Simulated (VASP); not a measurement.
Crystal: Y2AsN.

```
N As Y
1.0
     2.06167    1.19031    6.73339
    -2.06167    1.19031    6.73339
     0.00000   -2.38061    6.73339
N As Y
1 1 2
Direct
  0.00000 0.00000 0.00000
  0.50000 0.50000 0.50000
  0.25000 0.25000 0.25000
  0.75000 0.75000 0.75000
```

* Program: VASP 6.6.1
* Task: relaxation of cell and atoms
* Functional: PBE
* Potentials or basis: VASP PAW PBE potentials, release 64 (N, As, Y_sv)
* Cutoff: 600 eV
* k mesh: 6 × 6 × 6
* Occupations: fermi-dirac, width 0.02 eV
* Spin: no spin polarisation

At the start: pressure -13.3 GPa; volume 24.79 Å³/atom.

**Question.** Where does the relaxation end?

**Answer.** Over 14 steps the energy falls by 477.6 meV/atom and the volume is 19.22 Å³/atom (-22.4 %); space group R-3m (No. 166, to 0.05 Å).

The path:
```
step  energy change (eV)  largest force (eV/Å)  pressure (GPa)  volume (Å³)
   1              0.0000                2.4037          -13.27        99.14
   2             -1.4082                2.7697            9.67        72.50
   3             -1.4620                2.7792            4.38        75.77
   4             -1.8590                0.2698            3.16        74.81
   5             -1.8626                0.0028            3.10        74.90
   6             -1.8937                0.0457           -2.36        78.72
   7             -1.9009                0.0325           -0.81        77.54
   8             -1.9099                0.0567           -0.20        77.05
   9             -1.9102                0.0648           -0.06        76.93
  10             -1.9102                0.0656           -0.05        76.92
  11             -1.9105                0.0168            0.04        76.85
  12             -1.9105                0.0047            0.04        76.83
  13             -1.9105                0.0038            0.05        76.83
  14             -1.9105                0.0029           -0.03        76.89
```

Final structure:
```cif
data_structure
_symmetry_space_group_name_H-M 'P 1'
_symmetry_Int_Tables_number 1
_cell_length_a 6.7451
_cell_length_b 6.7451
_cell_length_c 6.7451
_cell_angle_alpha 32.073
_cell_angle_beta 32.073
_cell_angle_gamma 32.073
_cell_volume 76.89
loop_
_atom_site_label
_atom_site_type_symbol
_atom_site_fract_x
_atom_site_fract_y
_atom_site_fract_z
_atom_site_occupancy
N1 N 0.00000 0.00000 0.00000 1
As1 As 0.50000 0.50000 0.50000 1
Y1 Y 0.26315 0.26315 0.26315 1
Y2 Y 0.73685 0.73685 0.73685 1
```

Caveat: the volume moved by over 15 % at a fixed basis, so the end points are rough.
